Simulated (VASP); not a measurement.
# Rb: single point with PBE

Crystal: Rb.

```
Rb
1.0
    -2.80600    2.80600    2.89018
     2.80600   -2.80600    2.89018
     2.80600    2.80600   -2.89018
Rb
1
Direct
  0.00000 0.00000 0.00000
```

This cell differs from its parent crystal: strain +0.000 along x and y, +0.030 along z.

* Program: VASP 6.6.1
* Task: single point
* Functional: PBE
* Potentials or basis: VASP PAW PBE potentials, release 64 (Rb_sv)
* Cutoff: 520 eV
* k mesh: 12 × 12 × 12
* Occupations: gaussian, width 0.15 eV
* Spin: no spin polarisation

```yaml
Pressure: 0.0 GPa
```

Levels at points of the mesh, in eV from the Fermi level:
| k point | band 2 | band 3 | band 4 | band 5 | band 6 | band 7 |
| --- | --- | --- | --- | --- | --- | --- |
| (0.00, 0.00, 0.00) | -12.94 | -12.94 | -12.94 | -1.97 | 3.64 | 3.64 |
| (0.50, 0.00, 0.00) | -13.04 | -12.97 | -12.94 | 0.23 | 0.76 | 2.64 |
| (0.50, 0.50, 0.00) | -13.04 | -12.97 | -12.94 | 0.28 | 0.83 | 2.49 |
| (0.50, 0.50, 0.50) | -13.01 | -13.01 | -13.01 | 1.22 | 1.30 | 3.06 |

It took 73 s on 1 thread of Intel(R) Xeon(R) 6975P-C (Granite Rapids), with other jobs on the host, peak memory 0.32 GiB.

Caveat: the cell differs from its parent crystal (strain +0.000 along x and y, +0.030 along z).
